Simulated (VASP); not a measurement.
Wanted: the native input for a VASP 6.6.1 run.

```yaml
Task: single point
Functional: PBEsol
Dispersion: D3(BJ)
Potentials_or_basis: VASP PAW PBE potentials, release 64 (Re)
Cutoff: 520 eV
k_mesh: 9 × 9 × 1
Occupations: methfessel-paxton, width 0.1 eV
Spin: no spin polarisation
Dipole_correction: yes
Further_INCAR_settings: ALGO = Normal; EDIFF = 1e-06; NBANDS = 54; NELMDL = -8
```

The structure of Re lies in POSCAR:

```
Re
1.0
    4.9167405016      0.0000000000      0.0000000000
   -2.4583702508      4.2580221782      0.0000000000
    0.0000000000      0.0000000000     23.5129290565
Re
12
Direct
    0.3333333333      0.3333333333      0.2977085493
    0.0000000000      0.6666666667      0.2977085493
    0.6666666667      1.0000000000      0.2977085493
    0.6666666667      0.6666666667      0.3848971678
    0.3333333333      1.0000000000      0.3848971678
    0.0000000000      0.3333333333      0.3818557096
    0.3244254519      0.3333333333      0.4794706697
    0.0000000000      0.6577587853      0.4794706697
    0.6755745481      1.0089078814      0.4794706697
    0.6666666667      0.6666666667      0.5615349598
    0.3333333333      1.0000000000      0.5615349598
    0.0000000000      0.3333333333      0.5818634848
```

These files were run (other wordings do the same):

INCAR

```
SYSTEM = Re
  PREC = Accurate
  ENCUT = 520
  EDIFF = 1E-6
  ISMEAR = 1
  SIGMA = 0.1
  LREAL = .FALSE.
  LASPH = .TRUE.
  NELM = 120
  ALGO = Normal
  ISIF = 2
  LWAVE = .FALSE.
  LCHARG = .FALSE.
  LDIPOL = .TRUE.
  IDIPOL = 3
  DIPOL = 0.5 0.5 0.432
  GGA = PS
  IVDW = 12
  NBANDS = 54
  GGA_COMPAT = .FALSE.
  NELMDL = -8
```

KPOINTS

```
Automatic mesh
0
G
  9 9 1
  0 0 0
```

Potentials or basis: VASP PAW PBE potentials, release 64 (Re).

Command:

```bash
$ cat potpaw_PBE.64/Re/POTCAR > POTCAR
$ mpirun -np 1 vasp_std > vasp.out
```

Results of the run:

| Property | Result |
| --- | --- |
| Largest force | 3.961 eV/Å |
| Band gap on the k mesh | zero (bands 42 and 43 overlap by 0.61 eV) |
| Dispersion energy per atom | -0.448 eV |

Caveat: the PAW data sets were made with another functional, which shifts forces and pressure a little; spin-orbit coupling is left out, which moves the levels of the heavy elements.

Wall time 60 min on 1 thread of Intel Xeon 8259CL, with other jobs on the host, peak memory 0.76 GiB.
